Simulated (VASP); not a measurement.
Crystal: V.

```
V
1.0
    -1.51300    1.51300    1.51300
     1.51300   -1.51300    1.51300
     1.51300    1.51300   -1.51300
V
1
Direct
  0.00000 0.00000 0.00000
```

- Program: VASP 6.6.1
- Task: relaxation of cell and atoms
- Functional: PBEsol
- Potentials or basis: VASP PAW PBE potentials, release 64 (V_sv)
- Cutoff: 500 eV
- k mesh: 10 × 10 × 10
- Occupations: gaussian, width 0.1 eV
- Spin: no spin polarisation

At the start: pressure -10.9 GPa; volume 13.85 Å³/atom.

Question: How do energy, volume and symmetry change on relaxing?

Answer: Over 3 steps the energy falls by 28.5 meV/atom and the volume is 13.06 Å³/atom (-5.7 %); space group Im-3m (No. 229, to 0.05 Å).

The path:
| step | energy change (eV) | largest force (eV/Å) | pressure (GPa) | volume (Å³) |
| --- | --- | --- | --- | --- |
| 1 | 0.0000 | 0.0000 | -10.85 | 13.85 |
| 2 | 0.0237 | 0.0000 | 17.82 | 12.06 |
| 3 | -0.0285 | 0.0000 | -0.25 | 13.06 |

Final structure:
```yaml
crystal:
  lattice:
    - [-1.48362, 1.48362, 1.48362]
    - [1.48362, -1.48362, 1.48362]
    - [1.48362, 1.48362, -1.48362]
  atoms:
    - { symbol: V, position: [0.00000, 0.00000, 0.00000] }
```

Caveat: the PAW data sets were made with another functional, which shifts forces and pressure a little.
